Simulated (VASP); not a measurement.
Runs of VASP 6.6.1 on WSe2. The structure is that of space group Amm2 (No. 38), or close to it. The cells are those of the table. 

| cell | gap on the mesh (eV) | pressure (GPa) | largest force (eV/Å) |
| --- | --- | --- | --- |
| a = 3.645, b = 3.166, c = 6.842 Å, angles 90.0, 90.0, 125.1°, 3 atoms | 1.09 | 4.9 | 2.30 |
| a = 3.115, b = 3.364, c = 7.006 Å, angles 90.0, 90.0, 117.6°, 3 atoms | 1.27 | (c) | 0.63 |
| a = 3.443, b = 3.200, c = 7.006 Å, angles 90.0, 90.0, 122.5°, 3 atoms | (b) | 1.4 | 0.88 |
| a = 3.066, b = 3.569, c = 6.515 Å, angles 90.0, 90.0, 115.4°, 3 atoms | 0.61 | (a) | 1.56 |
| a = 2.875, b = 3.378, c = 7.333 Å, angles 90.0, 90.0, 115.2°, 3 atoms | none | 5.0 | 0.90 |

Alike in all rows: task single point; level PBE+D3(BJ); potentials or basis VASP PAW PBE potentials, release 64 (W_sv, Se); no spin polarisation; k mesh 9 × 9 × 4; cutoff (eV) 520; smearing gaussian 0.05 eV.

Fill in the values left out.

(a) 6.7; (b) 1.30; (c) 1.5.

Caveats: spin-orbit coupling is left out, which moves the levels of the heavy elements; forces of over 1 eV/Å act on the atoms, so gaps and moduli don't describe the material at rest (at least some runs); the stress differs along the axes, from -8 to 17 GPa (at least some runs); the stress differs along the axes, from -7 to 11 GPa (at least some runs); the stress differs along the axes, from -6 to 9 GPa (at least some runs); the stress differs along the axes, from -11 to 17 GPa (at least some runs); the stress differs along the axes, from -11 to 31 GPa (at least some runs).

A k mesh can miss the band edges, and the runs leave out spin-orbit coupling on Se, W.

A gap of «none» marks levels without a gap at the run's occupations.
